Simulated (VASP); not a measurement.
Write the native input for VASP 6.6.1 that does the following.

```yaml
Task: single point
Functional: PBE
Potentials_or_basis: VASP PAW PBE potentials, release 64 (Ta_pv, N)
Cutoff: 520 eV
k_mesh: 18 × 18 × 10
Occupations: gaussian, width 0.1 eV
Spin: no spin polarisation
Dipole_correction: no
Further_INCAR_settings: ALGO = Normal; EDIFF = 1e-06; NBANDS = 20
```

The structure of Ta2N lies in POSCAR:

```
Ta2N
1.0
    3.1011263831      0.0000000000      0.0000000000
   -1.5505631915      2.6856542281      0.0000000000
    0.0000000000      0.0000000000      4.8819497278
Ta N
2 1
Direct
    0.6666666667      0.3333333333      0.7449004354
    0.3333333333      0.6666666667      0.2550995646
    0.0000000000      0.0000000000      0.0000000000
```

The input as run:

INCAR

```
SYSTEM = Ta2N
PREC = Accurate ; ENCUT = 520
EDIFF = 1E-6 ; ISMEAR = 0
SIGMA = 0.1 ; LREAL = .FALSE.
LASPH = .TRUE. ; NELM = 60
ALGO = Normal ; ISIF = 2
LWAVE = .FALSE. ; LCHARG = .FALSE.
GGA = PE ; NBANDS = 20
```

KPOINTS

```
Automatic mesh
0
G
  18 18 10
  0 0 0
```

Potentials or basis: VASP PAW PBE potentials, release 64 (Ta_pv, N).

The run is started by

```sh
$ cat potpaw_PBE.64/Ta_pv/POTCAR potpaw_PBE.64/N/POTCAR > POTCAR
$ mpirun -np 1 vasp_std > vasp.out
```

It gave:

```json
{
  "Pressure": "0.4 GPa",
  "Largest force": "0.045 eV/Å"
}
```

Run time: 2.4 min on 1 thread of AMD EPYC 9R45 96-Core Processor (Zen 5), on a shared host, peak memory 0.32 GiB.
